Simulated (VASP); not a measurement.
Runs of VASP 6.6.1 on Cu. The structure is that of space group P6_3/mmc (No. 194), or close to it. The cells are those of the table. 

```tsv
level	potentials or basis	cell	k mesh	smearing	gap on the mesh (eV)	pressure (GPa)
PBE	VASP PAW PBE potentials, release 64 (Cu)	a = 2.580, b = 2.580, c = 8.424 Å, angles 90.0, 90.0, 120.0°, 4 atoms	12 × 12 × 4	fermi-dirac 0.05 eV	none	(a)
LDA	VASP PAW LDA potentials, release 64 (Cu)	a = 2.479, b = 2.479, c = 8.093 Å, angles 90.0, 90.0, 120.0°, 4 atoms	12 × 12 × 4	fermi-dirac 0.05 eV	none	3.3
r2SCAN	VASP PAW PBE potentials, release 64 (Cu)	a = 2.531, b = 2.531, c = 8.262 Å, angles 90.0, 90.0, 120.0°, 4 atoms	10 × 10 × 3	methfessel-paxton 0.01 eV	none	(b)
PBE	VASP PAW PBE potentials, release 64 (Cu)	a = 2.564, b = 2.564, c = 8.371 Å, angles 90.0, 90.0, 120.0°, 4 atoms	12 × 12 × 4	fermi-dirac 0.05 eV	none	1.1
LDA	VASP PAW LDA potentials, release 64 (Cu)	a = 2.531, b = 2.531, c = 8.262 Å, angles 90.0, 90.0, 120.0°, 4 atoms	12 × 12 × 4	fermi-dirac 0.05 eV	none	-7.4
```

Alike in all rows: task single point; no spin polarisation; cutoff (eV) 520.

Problem. Fill in the values left out.

Solution. (a) -1.4; (b) 0.7.

Caveats: the PAW data sets were made with another functional, which shifts forces and pressure a little (some runs).

A gap of «none» marks levels without a gap at the run's occupations.
